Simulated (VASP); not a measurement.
# Re (Fm-3m) in VASP: a series of runs

Runs on Re. Level: PBE. Tasks: single point.

Everything below comes from runs of VASP 6.6.1. Logs are shortened: lines on timing, memory, paths and dates and some standing lists are left out, and cuts for length are marked.

## 1. The cell of the first run

Symmetry: Fm-3m, No. 225, cubic system. Conventional cell: a = 3.917 Å, b = 3.917 Å, c = 3.917 Å, α = 90.00°, β = 90.00°, γ = 90.00°. Re (site symmetry m-3m) has 12 Re at 2.77 Å within 3.7 Å.

## 2. Single point, PBE, non-collinear spin, zero start, spin-orbit coupling

Contents of INCAR:

```
PREC = Accurate
ENCUT = 520
EDIFF = 1E-7
ISMEAR = -1
SIGMA = 0.05
LREAL = False
LASPH = True
NELM = 150
ALGO = Normal
ISIF = 2
LWAVE = False
LCHARG = True
MAGMOM = 0 0 0
LORBIT = 11
LSORBIT = True
GGA_COMPAT = False
LORBMOM = True
LMAXMIX = 4
GGA = PE
LVHAR = True
NBANDS = 18
```

Contents of KPOINTS:

```
regular mesh
0
Gamma
  18 18 18
```

Contents of POSCAR:

```
Re
1.0
    0.0000000000      1.9586116999      1.9586116999
    1.9586116999      0.0000000000      1.9586116999
    1.9586116999      1.9586116999      0.0000000000
Re
1
Direct
    0.0000000000      0.0000000000      0.0000000000
```

Potentials or basis: VASP PAW PBE potentials, release 64 (Re).

Run with:

```console
$ cat potpaw_PBE.64/Re/POTCAR > POTCAR
$ mpirun -np 1 vasp_ncl > vasp.out
```

OUTCAR:

```text
PREC = Accurate
   ENCUT = 520
   EDIFF = 1E-7
   ISMEAR = -1
   LREAL = False
   LASPH = True
   NELM = 150
   ISIF = 2
   LORBIT = 11
   LSORBIT = True
   GGA = PE

 ion  position               nearest neighbor table
   1  0.000  0.000  0.000-

  LATTYP: Found a face centered cubic cell.
 ALAT       =     3.9172233998

  Lattice vectors:

 A1 = (   0.0000000000,   1.9586116999,   1.9586116999)
 A2 = (   1.9586116999,   0.0000000000,   1.9586116999)
 A3 = (   1.9586116999,   1.9586116999,   0.0000000000)

Analysis of symmetry for initial positions (statically):
=====================================================================
 Subroutine PRICEL returns:
 Original cell was already a primitive cell.

 Routine SETGRP: Setting up the symmetry group for a
 face centered cubic supercell.

 Subroutine GETGRP returns: Found 48 space group operations
 (whereof 48 operations were pure point group operations)
 out of a pool of 48 trial point group operations.

The static configuration has the point symmetry O_h .

Analysis of symmetry for dynamics (positions and initial velocities):
=====================================================================
 Subroutine PRICEL returns:
 Original cell was already a primitive cell.

 Routine SETGRP: Setting up the symmetry group for a
 face centered cubic supercell.

 Subroutine GETGRP returns: Found 48 space group operations
 (whereof 48 operations were pure point group operations)
 out of a pool of 48 trial point group operations.

The dynamic configuration has the point symmetry O_h .

Analysis of structural, dynamic, and magnetic symmetry:
=====================================================================
 Subroutine PRICEL returns:
 Original cell was already a primitive cell.

 Routine SETGRP: Setting up the symmetry group for a
 face centered cubic supercell.

 Subroutine GETGRP returns: Found 48 space group operations
 (whereof 48 operations were pure point group operations)
 out of a pool of 48 trial point group operations.

The overall configuration has the point symmetry O_h .

 Subroutine INISYM returns: Found 48 space group operations
 (whereof 48 operations are pure point group operations),
 and found     1 'primitive' translations

----------------------------------------------------------------------------------------

                                     Primitive cell

  volume of cell :      15.0271

  direct lattice vectors                    reciprocal lattice vectors
     0.000000000  1.958611700  1.958611700    -0.255282862  0.255282862  0.255282862
     1.958611700  0.000000000  1.958611700     0.255282862 -0.255282862  0.255282862
     1.958611700  1.958611700  0.000000000     0.255282862  0.255282862 -0.255282862

  length of vectors
     2.769895229  2.769895229  2.769895229     0.442162887  0.442162887  0.442162887

  position of ions in fractional coordinates (direct lattice)
     0.000000000  0.000000000  0.000000000

  ion indices of the primitive-cell ions
   primitive index   ion index
                 1           1

----------------------------------------------------------------------------------------

 KPOINTS: regular mesh

Automatic generation of k-mesh.
 Grid dimensions read from file:
 generate k-points for:   18   18   18

 Generating k-lattice:

  Cartesian coordinates                     Fractional coordinates (reciprocal lattice)
    -0.014182381  0.014182381  0.014182381     0.055555556  0.000000000  0.000000000
     0.014182381 -0.014182381  0.014182381     0.000000000  0.055555556  0.000000000
     0.014182381  0.014182381 -0.014182381     0.000000000  0.000000000  0.055555556

  Length of vectors
     0.024564605  0.024564605  0.024564605

  Shift w.r.t. Gamma in fractional coordinates (k-lattice)
     0.000000000  0.000000000  0.000000000

 Subroutine IBZKPT returns following result:
 ===========================================

 Found    195 irreducible k-points:

 Following reciprocal coordinates:
            Coordinates               Weight
  0.000000  0.000000  0.000000      1.000000
  0.055556  0.000000  0.000000      8.000000
  0.111111  0.000000  0.000000      8.000000
  0.166667  0.000000  0.000000      8.000000
  0.222222  0.000000  0.000000      8.000000
  0.277778  0.000000  0.000000      8.000000
[... 16 lines left out ...]
 -0.277778  0.055556  0.000000     24.000000
 -0.222222  0.055556  0.000000     24.000000
 [... further k-points ...]
   k-points           NKPTS =    195   k-points in BZ     NKDIM =    195   number of bands    NBANDS=     18
   number of dos      NEDOS =    301   number of ions     NIONS =      1
   total plane-waves  NPLWV =  13824
   dimension x,y,z NGX =    24 NGY =   24 NGZ =   24
   dimension x,y,z NGXF=    48 NGYF=   48 NGZF=   48
   ions per type =               1
   NGX,Y,Z   is equivalent  to a cutoff of  14.40, 14.40, 14.40 a.u.
   NGXF,Y,Z  is equivalent  to a cutoff of  28.81, 28.81, 28.81 a.u.
 SYSTEM =  unknown system
   PREC   = accura    normal or accurate (medium, high low for compatibility)
   ISTART =      0    job   : 0-new  1-cont  2-samecut
   ICHARG =      2    charge: 1-file 2-atom 10-const
   ISPIN  =      1    spin polarized calculation?
   LNONCOLLINEAR =      T non collinear calculations
   LSORBIT =      T    spin-orbit coupling
   LASPH  =      T    aspherical Exc in radial PAW
   ENCUT  =  520.0 eV  38.22 Ry    6.18 a.u.   5.15  5.15  5.15*2*pi/ulx,y,z
   NELM   =    150;   NELMIN=  2; NELMDL= -5     # of ELM steps
   EDIFF  = 0.1E-06   stopping-criterion for ELM
   LREAL  =      F    real-space projection
   EDIFFG = 0.1E-05   stopping-criterion for IOM
   NSW    =      0    number of steps for IOM
   IBRION =     -1    ionic relax: 0-MD 1-quasi-New 2-CG
   NFREE  =      0    steps in history (QN), initial steepest desc. (CG)
   ISIF   =      2    stress and relaxation
   ISYM   =      2    0-nonsym 1-usesym 2-fastsym
   POTIM  = 0.5000    time-step for ionic-motion
   TEBEG  =    0.0;   TEEND  =   0.0 temperature during run
   PSTRESS=    0.0 pullay stress
   NELECT =       7.0000    total number of electrons
   NUPDOWN=      -1.0000    fix difference up-down
   EMIN   =  10.00;   EMAX   =-10.00  energy-range for DOS
   EFERMI =   0.00;   METHOD = LEGACY
   ISMEAR =    -1;   SIGMA  =   0.05  broadening in eV -4-tet -1-fermi 0-gaus
   EFERMI_NEDOS =   21; number of points for ismear=-14 and -15
   IALGO  =     38    algorithm
   IMIX   =      4    mixing-type and parameters
     AMIX     =   0.40;   BMIX     =  1.00
     AMIX_MAG =   1.60;   BMIX_MAG =  1.00
  volume/ion in A,a.u.               =      15.03       101.41
  Fermi-wavevector in a.u.,A,eV,Ry     =   1.269061  2.398178 21.912398  1.610516
  Thomas-Fermi vector in A             =   2.402122
   LORBIT       =     11    0 simple, 1 ext, 2 COOP (PROOUT), +10 PAW based schemes
   GGA     = PE    functional components
   LHFCALC =     F    Hartree Fock is set to
   AEXX    =    0.0000 exact exchange contribution
   IVDW    =     0    specifies the selected vdW correction
   LEPSILON=     F    determine dielectric tensor
   LRPA    =     F    only Hartree local field effects (RPA)
  energy-cutoff  :      520.00
  volume of cell :       15.03
 maximum number of plane-waves:       838
 NGX is ok and might be reduce to    24
   NGX = 11   NGY = 11   NGZ = 11

 number of electron       7.0000001 magnetization       0.0000000     -0.0000000     -0.0000000

 number of electron       7.0000001 magnetization       0.0000000      0.0000000      0.0000000

 number of electron       7.0000001 magnetization      -0.0000000      0.0000000      0.0000000

 Free energy of the ion-electron system (eV)
  ---------------------------------------------------
  ext. energy  EPLUGINS =         0.00000000
  ---------------------------------------------------
  free energy    TOTEN  =       -12.69124651 eV

  energy without entropy =      -12.68472005  energy(sigma->0) =      -12.68798328

 E-fermi :   7.9031     XC(G=0): -13.6142

 val. band max:        7.9019630905   @ k =   0.4444   0.2222   0.0000
 cond. band min:       7.9319723077   @ k =  -0.3333   0.2778   0.0000
 fundamental gap:      0.0300092172
 Fermi energy:         7.9031455704

 k-point     1 :       0.0000    0.0000    0.0000
  band No.  band energies     occupation
      1      -2.0858      1.00000
      2      -2.0858      1.00000
      3       5.7945      1.00000
      4       5.7945      1.00000
      5       5.7945      1.00000
      6       5.7945      1.00000
[... 10 lines left out ...]
     17      27.4674      0.00000
     18      27.4674      0.00000

 k-point     2 :       0.0556    0.0000    0.0000
  band No.  band energies     occupation
      1      -1.9459      1.00000
      2      -1.9459      1.00000
      3       5.7522      1.00000
      4       5.7522      1.00000
      5       5.8473      1.00000
      6       5.8473      1.00000
[... 10 lines left out ...]
     17      27.4427      0.00000
     18      27.5972      0.00000

 k-point     3 :       0.1111    0.0000    0.0000
  band No.  band energies     occupation
      1      -1.5409      1.00000
      2      -1.5409      1.00000
      3       5.5786      1.00000
      4       5.5786      1.00000
      5       5.9794      1.00000
      6       5.9794      1.00000
[... 10 lines left out ...]
     17      28.1403      0.00000
     18      28.1553      0.00000

 k-point     4 :       0.1667    0.0000    0.0000
  band No.  band energies     occupation
      1      -0.9205      1.00000
      2      -0.9205      1.00000
      3       5.3220      1.00000
      4       5.3220      1.00000
      5       6.1106      1.00000
      6       6.1106      1.00000
[... 375 lines left out ...]
      4       5.7744      1.00000
      5       5.9087      1.00000
      6       5.9087      1.00000
[... 10 lines left out ...]
     17      28.9914      0.00000
     18      28.9915      0.00000

 k-point    23 :      -0.2778    0.0556    0.0000
  band No.  band energies     occupation
      1       0.7960      1.00000
      2       0.7960      1.00000
      3       5.2534      1.00000
      4       5.2534      1.00000
      5       5.9857      1.00000
      6       5.9857      1.00000
[... 10 lines left out ...]
     17      30.0596      0.00000
     18      30.0597      0.00000

 k-point    24 :      -0.2222    0.0556    0.0000
  band No.  band energies     occupation
      1       0.1743      1.00000
      2       0.1743      1.00000
      3       5.0315      1.00000
      4       5.0315      1.00000
      5       6.1507      1.00000
      6       6.1507      1.00000
[... 10 lines left out ...]
     17      29.8905      0.00000
     18      29.8909      0.00000

 [... further k-points ...]
[... 5 lines left out ...]
  --------------------------------------------------------------------------------------
  -------------------------------------------------------------------------------------
  Total       -0.0407553     -0.0407553     -0.0407553      0.0000000     -0.0000000      0.0000000
  in kB       -4.3452975     -4.3452975     -4.3452975      0.0000000     -0.0000000      0.0000000
  external PRESSURE =      -4.3452975 kB  Pullay stress =       0.0000000 kB

 VOLUME and BASIS-vectors are now :
 -----------------------------------------------------------------------------
  energy-cutoff  :      520.00
  volume of cell :       15.03
      direct lattice vectors                 reciprocal lattice vectors
     0.000000000  1.958611700  1.958611700    -0.255282862  0.255282862  0.255282862
     1.958611700  0.000000000  1.958611700     0.255282862 -0.255282862  0.255282862
     1.958611700  1.958611700  0.000000000     0.255282862  0.255282862 -0.255282862

 POSITION                                       TOTAL-FORCE (eV/Angst)
 -----------------------------------------------------------------------------------
      0.00000      0.00000      0.00000        -0.000000      0.000000     -0.000000
 -----------------------------------------------------------------------------------
    total drift:                               -0.000000      0.000000     -0.000000

  FREE ENERGIE OF THE ION-ELECTRON SYSTEM (eV)
  ---------------------------------------------------
  free  energy   TOTEN  =       -12.6912465061 eV

  energy  without entropy=      -12.6847200548  energy(sigma->0) =      -12.68798328

 orbital moment (x)

 # of ion     p       d       tot
 ----------------------------------------
  1         0.000   0.000   0.000
 ----------------------------------------
            0.000   0.000   0.000

 orbital moment (y)

 # of ion     p       d       tot
 ----------------------------------------
  1        -0.000  -0.000  -0.000
 ----------------------------------------
           -0.000  -0.000  -0.000

 orbital moment (z)

 # of ion     p       d       tot
 ----------------------------------------
  1         0.000   0.000   0.000
 ----------------------------------------
            0.000   0.000   0.000

 Spin-Orbit-Coupling matrix elements

 Ion:    1  E_soc:     -0.6606781
 l=   1
     0.0000000    -0.0416846    -0.0416846
    -0.0416846     0.0000000    -0.0416846
    -0.0416846    -0.0416846     0.0000000
 l=   2
     0.0000000    -0.0130691     0.0000000    -0.0130691    -0.0553593
    -0.0130691     0.0000000    -0.0415194    -0.0130691    -0.0138398
     0.0000000    -0.0415194     0.0000000    -0.0415194     0.0000000
    -0.0130691    -0.0130691    -0.0415194     0.0000000    -0.0138398
    -0.0553593    -0.0138398     0.0000000    -0.0138398     0.0000000
 l=   3
     0.0000000     0.0000000     0.0000000     0.0000000     0.0000000     0.0000000     0.0000000
     0.0000000     0.0000000     0.0000000     0.0000000     0.0000000     0.0000000     0.0000000
     0.0000000     0.0000000     0.0000000     0.0000000     0.0000000     0.0000000     0.0000000
     0.0000000     0.0000000     0.0000000     0.0000000     0.0000000     0.0000000     0.0000000
     0.0000000     0.0000000     0.0000000     0.0000000     0.0000000     0.0000000     0.0000000
     0.0000000     0.0000000     0.0000000     0.0000000     0.0000000     0.0000000     0.0000000
     0.0000000     0.0000000     0.0000000     0.0000000     0.0000000     0.0000000     0.0000000

 total charge

# of ion       s       p       d       tot
------------------------------------------
    1        0.614   0.679   4.766   6.060

 magnetization (x)

# of ion       s       p       d       tot
------------------------------------------
    1        0.000  -0.000   0.000  -0.000

 magnetization (y)

# of ion       s       p       d       tot
------------------------------------------
    1        0.000   0.000   0.000   0.000

 magnetization (z)

# of ion       s       p       d       tot
------------------------------------------
    1        0.000  -0.000   0.000  -0.000
```

Wall time 4.8 min (1 thread of Intel Xeon 8259CL, shared host); peak memory 0.25 GiB.

Results:

```yaml
Free_energy: -12.6912 eV
Pressure: -0.4 GPa
Net_moment: 0.00 μB per cell
Valence_electrons_inside_the_program's_atomic_spheres: Re 6.06
```

Moments on the atoms (μB; x, y, z):
```
Re  0.00 0.00 0.00
```

## 3. Single point, PBE, non-collinear spin, zero start, spin-orbit coupling

Contents of INCAR:

```
SYSTEM = Re
ALGO = Normal
EDIFF = 1E-6
ENCUT = 520
GGA = PE
GGA_COMPAT = .False.
ISIF = 2
ISMEAR = -1
LASPH = .True.
LCHARG = .True.
LMAXMIX = 4
LNONCOLLINEAR = .True.
LORBIT = 11
LORBMOM = .True.
LREAL = .False.
LSORBIT = .True.
LVHAR = .True.
LWAVE = .False.
MAGMOM = 0 0 0
NBANDS = 18
NELM = 150
PREC = Accurate
SIGMA = 0.05
```

Contents of KPOINTS:

```
k-points
0
Gamma
  18 18 18
  0 0 0
```

Contents of POSCAR:

```
Re
1.0
    0.0000000000      1.9587423721      1.9587423721
    1.9587423721      0.0000000000      1.9587423721
    1.9587423721      1.9587423721      0.0000000000
Re
1
Direct
    0.0000000000      0.0000000000      0.0000000000
```

Potentials or basis: VASP PAW PBE potentials, release 64 (Re).

Run with:

```console
$ cat potpaw_PBE.64/Re/POTCAR > POTCAR
$ mpirun -np 1 vasp_ncl > vasp.out
```

It took 4 min on 1 thread of Intel Xeon 8259CL, shared host; peak memory 0.25 GiB.

The run converged. Its results:

| Item | Value |
| --- | --- |
| Free energy | -12.6912 eV |
| Pressure | -0.5 GPa |
| Net moment | 0.00 μB per cell |
| Valence electrons inside the program's atomic spheres | Re 6.06 |

Moments on the atoms (μB; x, y, z):
```
Re  0.00 0.00 0.00
```
